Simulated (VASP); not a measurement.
# AlN (Fm-3m) in VASP: a series of runs

The runs below take AlN through single point, with PBE.

Everything below comes from runs of VASP 6.6.1. Logs are shortened: lines on timing, memory, paths and dates and some standing lists are left out, and cuts for length are marked.

## (1) The cell of the first run

Symmetry: Fm-3m, No. 225, cubic system. Conventional cell: a = 4.037 Å, b = 4.037 Å, c = 4.037 Å, α = 90.00°, β = 90.00°, γ = 90.00°. Within 2.7 Å of Al (site symmetry m-3m) lie 6 N at 2.02 Å. Within 2.7 Å of N (site symmetry m-3m) lie 6 Al at 2.02 Å.

## (2) Single point, PBE

INCAR

```
PREC = Accurate ; ENCUT = 520
EDIFF = 1E-6 ; ISMEAR = 0
SIGMA = 0.05 ; LREAL = False
LASPH = True ; NELM = 60
ALGO = Normal ; ISIF = 2
LWAVE = False ; LCHARG = False
GGA = PE ; NBANDS = 16
```

KPOINTS

```
Automatic mesh
0
Gamma
  8 8 6
```

POSCAR

```
AlN
1.0
    0.0000000000     -2.0184234927     -2.0184234927
    0.0000000000      2.0184234927     -2.0184234927
    4.0368469854      0.0000000000      0.0000000000
Al N
2 2
Direct
    0.5000000000      0.5000000000      0.0000000000
    0.0000000000      0.0000000000      0.5000000000
    0.5000000000      0.5000000000      0.5000000000
    0.0000000000      1.0000000000      0.0000000000
```

Potentials or basis: VASP PAW PBE potentials, release 64 (Al, N).

Launch:

```
$ cat potpaw_PBE.64/Al/POTCAR potpaw_PBE.64/N/POTCAR > POTCAR
$ mpirun -np 1 vasp_std > vasp.out
```

OUTCAR:

```text
PREC = Accurate
   ENCUT = 520
   EDIFF = 1E-6
   ISMEAR = 0
   LREAL = False
   LASPH = True
   NELM = 60
   ISIF = 2
   GGA = PE

 ion  position               nearest neighbor table
   1  0.500  0.500  0.000-   3 2.02   4 2.02   3 2.02   4 2.02   4 2.02   4 2.02   2 2.85   2 2.85
                             2 2.85   2 2.85   2 2.85   2 2.85   2 2.85   2 2.85
   2  0.000  0.000  0.500-   3 2.02   4 2.02   4 2.02   3 2.02   3 2.02   3 2.02   1 2.85   1 2.85
                             1 2.85   1 2.85   1 2.85   1 2.85   1 2.85   1 2.85
   3  0.500  0.500  0.500-   1 2.02   2 2.02   1 2.02   2 2.02   2 2.02   2 2.02
   4  0.000  0.000  0.000-   1 2.02   2 2.02   2 2.02   1 2.02   1 2.02   1 2.02

  LATTYP: Found a simple tetragonal cell.
 ALAT       =     2.8544818780
 C/A-ratio  =     1.4142135624

  Lattice vectors:

 A1 = (   0.0000000000,  -2.0184234927,  -2.0184234927)
 A2 = (   0.0000000000,   2.0184234927,  -2.0184234927)
 A3 = (   4.0368469854,   0.0000000000,   0.0000000000)

Analysis of symmetry for initial positions (statically):
=====================================================================
 Subroutine PRICEL returns following result:

  LATTYP: Found a face centered cubic cell.
 ALAT       =     4.0368469854

  Lattice vectors:

 A1 = (  -2.0184234927,   0.0000000000,   2.0184234927)
 A2 = (  -2.0184234927,  -2.0184234927,   0.0000000000)
 A3 = (  -0.0000000000,  -2.0184234927,   2.0184234927)

   2 primitive cells build up your supercell.

 Routine SETGRP: Setting up the symmetry group for a
 simple tetragonal supercell.

 Subroutine GETGRP returns: Found 16 space group operations
 (whereof 16 operations were pure point group operations)
 out of a pool of 16 trial point group operations.

The static configuration has the point symmetry D_4h.

Analysis of symmetry for dynamics (positions and initial velocities):
=====================================================================
 Subroutine PRICEL returns following result:

  LATTYP: Found a face centered cubic cell.
 ALAT       =     4.0368469854

  Lattice vectors:

 A1 = (  -2.0184234927,   0.0000000000,   2.0184234927)
 A2 = (  -2.0184234927,  -2.0184234927,   0.0000000000)
 A3 = (  -0.0000000000,  -2.0184234927,   2.0184234927)

   2 primitive cells build up your supercell.
[... 94 lines left out ...]
   dimension x,y,z NGXF=    48 NGYF=   48 NGZF=   60
   ions per type =               2   2
   NGX,Y,Z   is equivalent  to a cutoff of  13.98, 13.98, 12.35 a.u.
   NGXF,Y,Z  is equivalent  to a cutoff of  27.96, 27.96, 24.71 a.u.
 SYSTEM =  unknown system
   PREC   = accura    normal or accurate (medium, high low for compatibility)
   ISTART =      0    job   : 0-new  1-cont  2-samecut
   ICHARG =      2    charge: 1-file 2-atom 10-const
   ISPIN  =      1    spin polarized calculation?
   LNONCOLLINEAR =      F non collinear calculations
   LSORBIT =      F    spin-orbit coupling
   LASPH  =      T    aspherical Exc in radial PAW
   ENCUT  =  520.0 eV  38.22 Ry    6.18 a.u.   5.31  5.31  7.51*2*pi/ulx,y,z
   NELM   =     60;   NELMIN=  2; NELMDL= -5     # of ELM steps
   EDIFF  = 0.1E-05   stopping-criterion for ELM
   LREAL  =      F    real-space projection
[... 7 lines left out ...]
   TEBEG  =    0.0;   TEEND  =   0.0 temperature during run
   PSTRESS=    0.0 pullay stress
   NELECT =      16.0000    total number of electrons
   NUPDOWN=      -1.0000    fix difference up-down
   EMIN   =  10.00;   EMAX   =-10.00  energy-range for DOS
   EFERMI =   0.00;   METHOD = LEGACY
   ISMEAR =     0;   SIGMA  =   0.05  broadening in eV -4-tet -1-fermi 0-gaus
   EFERMI_NEDOS =   21; number of points for ismear=-14 and -15
   IALGO  =     38    algorithm
   IMIX   =      4    mixing-type and parameters
     AMIX     =   0.40;   BMIX     =  1.00
     AMIX_MAG =   1.60;   BMIX_MAG =  1.00
  volume/ion in A,a.u.               =       8.22        55.49
  Fermi-wavevector in a.u.,A,eV,Ry     =   1.287506  2.433033 22.553987  1.657671
  Thomas-Fermi vector in A             =   2.419516
   LORBIT       =      0    0 simple, 1 ext, 2 COOP (PROOUT), +10 PAW based schemes
   GGA     = PE    functional components
   LHFCALC =     F    Hartree Fock is set to
   AEXX    =    0.0000 exact exchange contribution
   IVDW    =     0    specifies the selected vdW correction
   LEPSILON=     F    determine dielectric tensor
   LRPA    =     F    only Hartree local field effects (RPA)
 non-spin polarized calculation
 Gauss-broadening in eV      SIGMA  =   0.05
  energy-cutoff  :      520.00
  volume of cell :       32.89
 maximum number of plane-waves:       912
 NGX is ok and might be reduce to    24
   NGX = 11   NGY = 11   NGZ = 15

 number of electron      15.9999996 magnetization

 Free energy of the ion-electron system (eV)
  ---------------------------------------------------
  ext. energy  EPLUGINS =         0.00000000
  ---------------------------------------------------
  free energy    TOTEN  =       -29.07571767 eV

  energy without entropy =      -29.07571767  energy(sigma->0) =      -29.07571767

 E-fermi :  10.2900     XC(G=0): -12.3076

 val. band max:       10.0252960842   @ k =   0.0000   0.0000   0.0000
 cond. band min:      14.6770408165   @ k =   0.5000   0.5000   0.0000
 fundamental gap:      4.6517447323
 Fermi energy:        10.2899780402

 k-point     1 :       0.0000    0.0000    0.0000
  band No.  band energies     occupation
      1      -7.5706      2.00000
      2      -3.3026      2.00000
      3       2.6123      2.00000
      4       7.2154      2.00000
      5       7.2154      2.00000
      6      10.0253      2.00000
[... 433 lines left out ...]
      3       3.2789      2.00000
      4       3.2789      2.00000
      5       6.8075      2.00000
      6       6.8075      2.00000
[... 8 lines left out ...]
     15      23.1227      0.00000
     16      23.1227      0.00000

 [... further k-points ...]
[... 5 lines left out ...]
  --------------------------------------------------------------------------------------
  -------------------------------------------------------------------------------------
  Total        1.2899652      1.2916601      1.2916601      0.0000000      0.0000000      0.0000000
  in kB       62.8335676     62.9161256     62.9161256      0.0000000      0.0000000      0.0000000
  external PRESSURE =      62.8886063 kB  Pullay stress =       0.0000000 kB

 VOLUME and BASIS-vectors are now :
 -----------------------------------------------------------------------------
  energy-cutoff  :      520.00
  volume of cell :       32.89
      direct lattice vectors                 reciprocal lattice vectors
     0.000000000 -2.018423493 -2.018423493     0.000000000 -0.247718084 -0.247718084
     0.000000000  2.018423493 -2.018423493     0.000000000  0.247718084 -0.247718084
     4.036846985  0.000000000  0.000000000     0.247718084  0.000000000  0.000000000

 POSITION                                       TOTAL-FORCE (eV/Angst)
 -----------------------------------------------------------------------------------
      0.00000      0.00000     -2.01842         0.000000     -0.000000      0.000000
      2.01842      0.00000      0.00000         0.000000     -0.000000      0.000000
      2.01842      0.00000     -2.01842        -0.000000      0.000000     -0.000000
      0.00000      0.00000      0.00000         0.000000     -0.000000      0.000000
 -----------------------------------------------------------------------------------
    total drift:                               -0.000000      0.000000     -0.000000

  FREE ENERGIE OF THE ION-ELECTRON SYSTEM (eV)
  ---------------------------------------------------
  free  energy   TOTEN  =       -29.0757176732 eV

  energy  without entropy=      -29.0757176732  energy(sigma->0) =      -29.07571767
```

OSZICAR:

```text
N       E                     dE             d eps       ncg     rms          rms(c)
DAV:   1     0.344778334193E+02    0.34478E+02   -0.74532E+03  1920   0.930E+02
DAV:   2    -0.299153650603E+02   -0.64393E+02   -0.59037E+02  2680   0.183E+02
DAV:   3    -0.325612793783E+02   -0.26459E+01   -0.26359E+01  2392   0.370E+01
DAV:   4    -0.325735092831E+02   -0.12230E-01   -0.12229E-01  2280   0.278E+00
DAV:   5    -0.325736172302E+02   -0.10795E-03   -0.10795E-03  2352   0.275E-01    0.108E+01
DAV:   6    -0.291002244458E+02    0.34734E+01   -0.69710E+00  2344   0.200E+01    0.369E+00
DAV:   7    -0.290882052833E+02    0.12019E-01   -0.54539E-01  2080   0.545E+00    0.265E+00
DAV:   8    -0.290788038298E+02    0.94015E-02   -0.39004E-02  2040   0.174E+00    0.540E-01
DAV:   9    -0.290755916997E+02    0.32121E-02   -0.64523E-03  2320   0.652E-01    0.212E-01
DAV:  10    -0.290758089393E+02   -0.21724E-03   -0.12556E-03  2304   0.241E-01    0.131E-01
DAV:  11    -0.290757172951E+02    0.91644E-04   -0.20931E-04  2360   0.111E-01    0.222E-02
DAV:  12    -0.290757176732E+02   -0.37810E-06   -0.89967E-06  2208   0.236E-02
   1 F= -.29075718E+02 E0= -.29075718E+02  d E =-.148691E-15
```

It took 20 s on 1 thread of Intel Xeon Platinum 8259CL at 2.50GHz (Skylake/Cascade Lake), shared host; peak memory 0.15 GiB.

Results:

```
Free energy            : -29.0757 eV
Pressure               : 6.3 GPa
Band gap on the k mesh : 4.65 eV
```

A k mesh can miss the band edges.

(Continued in part 2 of 3.)
